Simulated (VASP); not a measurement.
Write the native input for VASP 6.6.1 that does the following.

| Property | Result |
| --- | --- |
| Task | single point |
| Functional | PBEsol |
| Potentials or basis | VASP PAW PBE potentials, release 64 (Na_pv, I) |
| Cutoff | 520 eV |
| k mesh | 8 × 8 × 8 |
| Occupations | gaussian, width 0.01 eV |
| Spin | no spin polarisation |
| Dipole correction | no |
| Further INCAR settings | ALGO = Normal; EDIFF = 1e-07; NBANDS = 14 |

The structure of NaI lies in POSCAR:

```
NaI
1.0
    0.0000000000      3.0354300329      3.0354300329
    3.0354300329      0.0000000000      3.0354300329
    3.0354300329      3.0354300329      0.0000000000
Na I
1 1
Direct
    0.0000000000      0.0000000000      0.0000000000
    0.5000000000      0.5000000000      0.5000000000
```

The input as run:

INCAR

```
PREC = Accurate
ENCUT = 520
EDIFF = 1E-7
ISMEAR = 0
SIGMA = 0.01
LREAL = F
LASPH = T
NELM = 80
ALGO = Normal
ISIF = 2
LWAVE = F
LCHARG = F
GGA = PS
NBANDS = 14
```

KPOINTS

```
regular mesh
0
Gamma
  8 8 8
```

Potentials or basis: VASP PAW PBE potentials, release 64 (Na_pv, I).

The run is started by

```sh
$ cat potpaw_PBE.64/Na_pv/POTCAR potpaw_PBE.64/I/POTCAR > POTCAR
$ mpirun -np 1 vasp_std > vasp.out
```

Results of the run:

```
Pressure               : 4.1 GPa
Band gap on the k mesh : 4.09 eV, direct
```

Caveat: the PAW data sets were made with another functional, which shifts forces and pressure a little; spin-orbit coupling is left out, which moves the levels of the heavy elements.

Wall time 17 s on 1 thread of Intel(R) Xeon(R) Platinum 8259CL CPU @ 2.50GHz (Skylake/Cascade Lake), with other jobs on the host, peak memory 0.18 GiB.
